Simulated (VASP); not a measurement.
The system is CoSn2.

```
Co Sn
1.0
    -3.18250    3.18250    2.72850
     3.18250   -3.18250    2.72850
     3.18250    3.18250   -2.72850
Co Sn
2 4
Cartesian
  0.0000 0.0000 1.3642
  0.0000 0.0000 4.0927
  1.0057 4.1882 0.0000
  2.1768 1.0057 0.0000
  2.1768 -1.0057 2.7285
  1.0057 2.1768 2.7285
```

Base run:

* Program: VASP 6.6.1
* Functional: PBEsol
* Potentials or basis: VASP PAW PBE potentials, release 64 (Co, Sn_d)
* Cutoff: 520 eV
* k mesh: 6 × 6 × 6, shifted
* Occupations: gaussian, width 0.1 eV
* Spin: no spin polarisation

Its results: band gap on the k mesh zero (band 37 reaches 11.18 eV, above the bottom of band 38 at 9.77 eV); pressure -4.0 GPa; largest force 0.871 eV/Å.

Task: After a change of settings the same cell gave: band gap on the k mesh zero (band 37 reaches 11.04 eV, above the bottom of band 38 at 9.90 eV); pressure -2.8 GPa; largest force 0.381 eV/Å. Which change was it?
A. k mesh from 6 × 6 × 6, shifted to 8 × 8 × 8; further incar settings from ALGO = Fast; EDIFF = 1e-07; NBANDS = 46 to ALGO = Fast; EDIFF = 1e-06; NBANDS = 46
B. k mesh from 6 × 6 × 6, shifted to 2 × 2 × 2, shifted
C. k mesh from 6 × 6 × 6, shifted to 8 × 8 × 8
D. k mesh from 6 × 6 × 6, shifted to 4 × 4 × 4; further incar settings from ALGO = Fast; EDIFF = 1e-07; NBANDS = 46 to ALGO = Normal; EDIFF = 1e-06; NBANDS = 46

Result: B.

Caveats: some runs use coarse meshes; the PAW data sets were made with another functional, which shifts forces and pressure a little; spin-orbit coupling is left out, which moves the levels of the heavy elements.
